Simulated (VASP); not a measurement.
Input of a VASP 6.6.1 run:

The input INCAR:

```
  PREC = Accurate
  ENCUT = 520
  EDIFF = 1E-6
  ISMEAR = 0
  SIGMA = 0.02
  LREAL = False
  LASPH = True
  NELM = 80
  ALGO = Normal
  ISIF = 2
  LWAVE = False
  LCHARG = True
  GGA = PE
  IVDW = 12
  LELF = True
  LVHAR = True
  NBANDS = 16
```

The input KPOINTS:

```
regular mesh
0
Gamma
  12 12 4
```

POSCAR

```
BN
1.0
    2.5061232935      0.0000000000      0.0000000000
   -1.2530616468      2.1703664372      0.0000000000
    0.0000000000      0.0000000000      6.5973568828
B N
2 2
Direct
    0.0000000000      0.0000000000      0.5000000000
    0.3333333333      0.6666666667      0.0000000000
    0.0000000000      0.0000000000      0.0000000000
    0.6666666667      0.3333333333      0.5000000000
```

Potentials or basis: VASP PAW PBE potentials, release 64 (B, N).

The run is started by

```bash
$ cat potpaw_PBE.64/B/POTCAR potpaw_PBE.64/N/POTCAR > POTCAR
$ mpirun -np 1 vasp_std > vasp.out
```

(1) What does it give for the pressure?

(2) Estimate the band gap on the k mesh.

(3) Estimate the dispersion energy per atom.

## Answers

(1) 0.1 GPa.

(2) 4.35 eV, indirect (least direct gap 4.47 eV).

(3) -0.142 eV.
